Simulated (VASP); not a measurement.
# BP in VASP: notebook, part 2 of 2

VASP 6.6.1.

### 3 Single point, PBE

This run uses another cell than the first one.

INCAR reads:

```
SYSTEM = BP
PREC = Accurate
ENCUT = 520
EDIFF = 1E-6
ISMEAR = 0
SIGMA = 0.05
LREAL = .False.
LASPH = .True.
NELM = 60
ALGO = Normal
ISIF = 2
LWAVE = .False.
LCHARG = .False.
GGA = PE
NBANDS = 41
```

KPOINTS reads:

```
Automatic mesh
0
Gamma
  1 1 6
  0 0 0
```

POSCAR reads:

```
BP
1.0
   18.6000000000      0.0000000000      0.0000000000
    0.0000000000      9.3000000000      0.0000000000
    0.0000000000      0.0000000000      5.5668051212
B P
7 7
Direct
    0.7591932609      0.5000000000      0.3333333333
    0.5863977536      0.5000000000      0.3333333333
    0.6727955073      0.5000000000      0.8333333333
    0.4136022464      0.5000000000      0.3333333333
    0.5000000000      0.5000000000      0.8333333333
    0.2408067391      0.5000000000      0.3333333333
    0.3272044927      0.5000000000      0.8333333333
    0.6727955073      0.5000000000      0.1666666667
    0.7591932609      0.5000000000      0.6666666667
    0.5000000000      0.5000000000      0.1666666667
    0.5863977536      0.5000000000      0.6666666667
    0.3272044927      0.5000000000      0.1666666667
    0.4136022464      0.5000000000      0.6666666667
    0.2408067391      0.5000000000      0.6666666667
```

Potentials or basis: VASP PAW PBE potentials, release 64 (B, P).

Started as:

```
$ cat potpaw_PBE.64/B/POTCAR potpaw_PBE.64/P/POTCAR > POTCAR
$ mpirun -np 1 vasp_std > vasp.out
```

OUTCAR:

```text
SYSTEM = BP
   PREC = Accurate
   ENCUT = 520
   EDIFF = 1E-6
   ISMEAR = 0
   LREAL = .False.
   LASPH = .True.
   NELM = 60
   ISIF = 2
   GGA = PE

 ion  position               nearest neighbor table
   1  0.759  0.500  0.333-   8 1.86   9 1.86
   2  0.586  0.500  0.333-  10 1.86  11 1.86   8 1.86
   3  0.673  0.500  0.833-   9 1.86   8 1.86  11 1.86
   4  0.414  0.500  0.333-  10 1.86  13 1.86  12 1.86
   5  0.500  0.500  0.833-  11 1.86  13 1.86  10 1.86
   6  0.241  0.500  0.333-  12 1.86  14 1.86
   7  0.327  0.500  0.833-  14 1.86  12 1.86  13 1.86
   8  0.673  0.500  0.167-   1 1.86   3 1.86   2 1.86
   9  0.759  0.500  0.667-   3 1.86   1 1.86
  10  0.500  0.500  0.167-   2 1.86   4 1.86   5 1.86
  11  0.586  0.500  0.667-   5 1.86   2 1.86   3 1.86
  12  0.327  0.500  0.167-   6 1.86   7 1.86   4 1.86
  13  0.414  0.500  0.667-   5 1.86   4 1.86   7 1.86
  14  0.241  0.500  0.667-   7 1.86   6 1.86

  LATTYP: Found a simple orthorhombic cell.
 ALAT       =     5.5668051212
 B/A-ratio  =     1.6706171309
 C/A-ratio  =     3.3412342619

  Lattice vectors:

 A1 = (   0.0000000000,   0.0000000000,  -5.5668051212)
 A2 = (   0.0000000000,   9.3000000000,   0.0000000000)
 A3 = (  18.6000000000,   0.0000000000,   0.0000000000)

Analysis of symmetry for initial positions (statically):
=====================================================================
 Subroutine PRICEL returns:
 Original cell was already a primitive cell.

 Routine SETGRP: Setting up the symmetry group for a
 simple orthorhombic supercell.

 Subroutine GETGRP returns: Found  4 space group operations
 (whereof  4 operations were pure point group operations)
 out of a pool of  8 trial point group operations.

The static configuration has the point symmetry C_2v.

Analysis of symmetry for dynamics (positions and initial velocities):
=====================================================================
 Subroutine PRICEL returns:
 Original cell was already a primitive cell.

 Routine SETGRP: Setting up the symmetry group for a
 simple orthorhombic supercell.

 Subroutine GETGRP returns: Found  4 space group operations
 (whereof  4 operations were pure point group operations)
 out of a pool of  8 trial point group operations.

The dynamic configuration has the point symmetry C_2v.

 Subroutine INISYM returns: Found  4 space group operations
 (whereof  4 operations are pure point group operations),
 and found     1 'primitive' translations

----------------------------------------------------------------------------------------

                                     Primitive cell

  volume of cell :     962.9459

  direct lattice vectors                    reciprocal lattice vectors
    18.600000000  0.000000000  0.000000000     0.053763441  0.000000000  0.000000000
     0.000000000  9.300000000  0.000000000     0.000000000  0.107526882  0.000000000
     0.000000000  0.000000000  5.566805121     0.000000000  0.000000000  0.179636251

  length of vectors
    18.600000000  9.300000000  5.566805121     0.053763441  0.107526882  0.179636251

[... 67 lines left out ...]
   total plane-waves  NPLWV = 411600
   dimension x,y,z NGX =   140 NGY =   70 NGZ =   42
   dimension x,y,z NGXF=   280 NGYF=  140 NGZF=   84
   ions per type =               7   7
   NGX,Y,Z   is equivalent  to a cutoff of  12.51, 12.51, 12.54 a.u.
   NGXF,Y,Z  is equivalent  to a cutoff of  25.03, 25.03, 25.09 a.u.
 SYSTEM =  BP
   PREC   = accura    normal or accurate (medium, high low for compatibility)
   ISTART =      0    job   : 0-new  1-cont  2-samecut
   ICHARG =      2    charge: 1-file 2-atom 10-const
   ISPIN  =      1    spin polarized calculation?
   LNONCOLLINEAR =      F non collinear calculations
   LSORBIT =      F    spin-orbit coupling
   LASPH  =      T    aspherical Exc in radial PAW
   ENCUT  =  520.0 eV  38.22 Ry    6.18 a.u.  34.58 17.29 10.35*2*pi/ulx,y,z
   NELM   =     60;   NELMIN=  2; NELMDL= -5     # of ELM steps
   EDIFF  = 0.1E-05   stopping-criterion for ELM
   LREAL  =      F    real-space projection
   EDIFFG = 0.1E-04   stopping-criterion for IOM
   NSW    =      0    number of steps for IOM
   IBRION =     -1    ionic relax: 0-MD 1-quasi-New 2-CG
   NFREE  =      0    steps in history (QN), initial steepest desc. (CG)
   ISIF   =      2    stress and relaxation
   ISYM   =      2    0-nonsym 1-usesym 2-fastsym
   POTIM  = 0.5000    time-step for ionic-motion
   TEBEG  =    0.0;   TEEND  =   0.0 temperature during run
   PSTRESS=    0.0 pullay stress
   NELECT =      56.0000    total number of electrons
   NUPDOWN=      -1.0000    fix difference up-down
   EMIN   =  10.00;   EMAX   =-10.00  energy-range for DOS
   EFERMI =   0.00;   METHOD = LEGACY
   ISMEAR =     0;   SIGMA  =   0.05  broadening in eV -4-tet -1-fermi 0-gaus
   EFERMI_NEDOS =   21; number of points for ismear=-14 and -15
   IALGO  =     38    algorithm
   IMIX   =      4    mixing-type and parameters
     AMIX     =   0.40;   BMIX     =  1.00
     AMIX_MAG =   1.60;   BMIX_MAG =  1.00
  volume/ion in A,a.u.               =      68.78       464.16
  Fermi-wavevector in a.u.,A,eV,Ry     =   0.634264  1.198586  5.473502  0.402291
  Thomas-Fermi vector in A             =   1.698201
   LORBIT       =      0    0 simple, 1 ext, 2 COOP (PROOUT), +10 PAW based schemes
   GGA     = PE    functional components
   LHFCALC =     F    Hartree Fock is set to
   AEXX    =    0.0000 exact exchange contribution
   IVDW    =     0    specifies the selected vdW correction
   LEPSILON=     F    determine dielectric tensor
   LRPA    =     F    only Hartree local field effects (RPA)
 non-spin polarized calculation
 Gauss-broadening in eV      SIGMA  =   0.05
  energy-cutoff  :      520.00
  volume of cell :      962.95
 maximum number of plane-waves:     25961
 NGX is ok and might be reduce to   140

 number of electron      55.9999997 magnetization

 Free energy of the ion-electron system (eV)
  ---------------------------------------------------
  ext. energy  EPLUGINS =         0.00000000
  ---------------------------------------------------
  free energy    TOTEN  =       -77.80572140 eV

  energy without entropy =      -77.80309916  energy(sigma->0) =      -77.80441028

 E-fermi :  -3.3175     XC(G=0):  -3.2190

 val. band max:       -3.3779935791   @ k =   0.0000   0.0000   0.0000
 cond. band min:      -3.2478196546   @ k =   0.0000   0.0000   0.3333
 fundamental gap:      0.1301739245
 Fermi energy:        -3.3175032378

 k-point     1 :       0.0000    0.0000    0.0000
  band No.  band energies     occupation
      1     -16.6799      2.00000
      2     -16.0123      2.00000
      3     -15.0610      2.00000
      4     -13.9419      2.00000
      5     -13.9123      2.00000
      6     -13.2785      2.00000
[... 161 lines left out ...]
     39       1.3698      0.00000
     40       1.5873      0.00000
 [bands above 40 left out]

------------------------ aborting loop because EDIFF is reached ----------------------------------------

  FORCE on cell =-STRESS in cart. coord.  units (eV):
  Direction    XX          YY          ZZ          XY          YZ          ZX
  --------------------------------------------------------------------------------------
  -------------------------------------------------------------------------------------
  Total       -3.1740330     -0.0032813     -7.5100068      0.0000000      0.0000000      0.0000000
  in kB       -5.2810479     -0.0054595    -12.4953665      0.0000000      0.0000000      0.0000000
  external PRESSURE =      -5.9272913 kB  Pullay stress =       0.0000000 kB

 VOLUME and BASIS-vectors are now :
 -----------------------------------------------------------------------------
  energy-cutoff  :      520.00
  volume of cell :      962.95
      direct lattice vectors                 reciprocal lattice vectors
    18.600000000  0.000000000  0.000000000     0.053763441  0.000000000  0.000000000
     0.000000000  9.300000000  0.000000000     0.000000000  0.107526882  0.000000000
     0.000000000  0.000000000  5.566805121     0.000000000  0.000000000  0.179636251

 POSITION                                       TOTAL-FORCE (eV/Angst)
 -----------------------------------------------------------------------------------
     14.12099      4.65000      1.85560        -2.296109     -0.000000      2.601287
     10.90700      4.65000      1.85560        -0.029250      0.000000      0.404638
     12.51400      4.65000      4.63900        -0.520590      0.000000     -0.604261
      7.69300      4.65000      1.85560         0.029250      0.000000      0.404638
      9.30000      4.65000      4.63900        -0.000000      0.000000     -0.156882
      4.47901      4.65000      1.85560         2.296109      0.000000      2.601287
      6.08600      4.65000      4.63900         0.520590      0.000000     -0.604261
     12.51400      4.65000      0.92780         1.337984      0.000000     -0.554282
     14.12099      4.65000      3.71120         1.423935     -0.000000     -1.558366
      9.30000      4.65000      0.92780        -0.000000      0.000000     -0.221455
     10.90700      4.65000      3.71120         0.042924     -0.000000     -0.099848
      6.08600      4.65000      0.92780        -1.337984      0.000000     -0.554282
      7.69300      4.65000      3.71120        -0.042924     -0.000000     -0.099848
      4.47901      4.65000      3.71120        -1.423935      0.000000     -1.558366
 -----------------------------------------------------------------------------------
    total drift:                                0.000000      0.000000      0.000182

  FREE ENERGIE OF THE ION-ELECTRON SYSTEM (eV)
  ---------------------------------------------------
  free  energy   TOTEN  =       -77.8057214037 eV

  energy  without entropy=      -77.8030991646  energy(sigma->0) =      -77.80441028
```

Wall time 2.9 min (1 thread of Intel Xeon 6975P-C (Granite Rapids), shared host); peak memory 0.82 GiB.

Results:

| Quantity | Value |
| --- | --- |
| Free energy | -77.8057 eV |
| Largest force | 3.470 eV/Å |
| Band gap on the k mesh | zero (bands 28 and 29 overlap by 0.23 eV) |

Forces in eV/Å, atoms in the order of the input:
```
B   -2.296  0.000  2.601
B   -0.029  0.000  0.405
B   -0.521  0.000 -0.604
B    0.029  0.000  0.405
B    0.000  0.000 -0.157
B    2.296  0.000  2.601
B    0.521  0.000 -0.604
P    1.338  0.000 -0.554
P    1.424  0.000 -1.558
P    0.000  0.000 -0.221
P    0.043  0.000 -0.100
P   -1.338  0.000 -0.554
P   -0.043  0.000 -0.100
P   -1.424  0.000 -1.558
```

### 4 Single point, PBE, collinear spin

This run uses another cell than the first one: it holds 8 atoms, not 14.

INCAR reads:

```
PREC = Accurate
ENCUT = 520
EDIFF = 1E-6
ISMEAR = 0
SIGMA = 0.05
LREAL = False
LASPH = True
NELM = 150
ALGO = Normal
ISIF = 2
LWAVE = False
LCHARG = False
ISPIN = 2
MAGMOM = 1 0 0 -1 1 0 0 -1
LORBIT = 11
GGA = PE
NBANDS = 30
```

KPOINTS reads:

```
Automatic mesh
0
Gamma
  1 1 17
```

POSCAR reads:

```
BP
1.0
   18.3000000000      0.0000000000      0.0000000000
    0.0000000000      9.3000000000      0.0000000000
    0.0000000000      0.0000000000      3.1953103724
B P
4 4
Direct
    0.2964844580      0.5000000000      0.5000000000
    0.4500820051      0.5000000000      0.0000000000
    0.6027611487      0.5000000000      0.5000000000
    0.7525585736      0.5000000000      0.0000000000
    0.2415333718      0.5000000000      1.0000000000
    0.3986863366      0.5000000000      0.5000000000
    0.5519588520      0.5000000000      0.0000000000
    0.7059352543      0.5000000000      0.5000000000
```

Started as:

```
$ cat potpaw_PBE.64/B/POTCAR potpaw_PBE.64/P/POTCAR > POTCAR
$ mpirun -np 1 vasp_std > vasp.out
```

Wall time 5.2 min (1 thread of Intel Xeon 6975P-C (Granite Rapids), shared host); peak memory 0.82 GiB.

Results (log left out):

| Property | Result |
| --- | --- |
| Free energy | -44.9646 eV |
| Largest force | 0.026 eV/Å |
| Net moment | -0.72 μB per cell |
| Site moments | B +0.02, +0.00, -0.05, -0.40; P +0.06, +0.02, +0.00 (each value once) μB |
| Valence electrons inside the program's atomic spheres | B 1.90, 1.94, 1.93, 1.80; P 2.50, 2.60, 2.61, 2.62 |

Forces on the atoms (eV/Å):
```
B   -0.005  0.000  0.000
B   -0.004  0.000  0.000
B   -0.005  0.000  0.000
B   -0.026  0.000  0.000
P    0.015  0.000  0.000
P    0.008  0.000  0.000
P    0.006  0.000  0.000
P    0.011  0.000  0.000
```

Levels at points of the mesh, in eV from the Fermi level:
Spin up:
| k point | band 12 | band 13 | band 14 | band 15 | band 16 | band 17 | band 18 | band 19 | band 20 | band 21 |
| --- | --- | --- | --- | --- | --- | --- | --- | --- | --- | --- |
| (0.00, 0.00, 0.00) | -2.05 | -1.90 | -1.11 | -1.03 | -0.15 | 1.43 | 2.54 | 3.42 | 4.07 | 4.08 |
Spin down:
| k point | band 14 | band 15 | band 16 | band 17 | band 18 | band 19 |
| --- | --- | --- | --- | --- | --- | --- |
| (0.00, 0.00, 0.00) | -1.12 | -0.99 | -0.25 | 0.19 | 2.44 | 3.31 |

Caveat: a moment this small can come from the mesh or the smearing.

### 5 Summary

| spin | cell | k mesh | gap on the mesh (eV) | largest force (eV/Å) |
| --- | --- | --- | --- | --- |
| off | a = 18.600, b = 9.300, c = 5.509 Å, 14 atoms, atomic positions A | 1 × 1 × 6 | 1.07 | 0.03 |
| off | a = 18.600, b = 9.300, c = 5.567 Å, 14 atoms, atomic positions B | 1 × 1 × 6 | none | 3.47 |
| collinear | a = 18.300, b = 9.300, c = 3.195 Å, 8 atoms, atomic positions C | 1 × 1 × 17 | none | 0.03 |

Alike in all rows: task single point; level PBE; potentials or basis VASP PAW PBE potentials, release 64 (B, P); cutoff (eV) 520; smearing gaussian 0.05 eV.

Caveats: a moment this small can come from the mesh or the smearing (at least some runs).

Total energies depend on the potentials used, so only differences within one code and one set of settings carry meaning.

The gap in the log of VASP goes by the Fermi energy; the results here count the filled bands.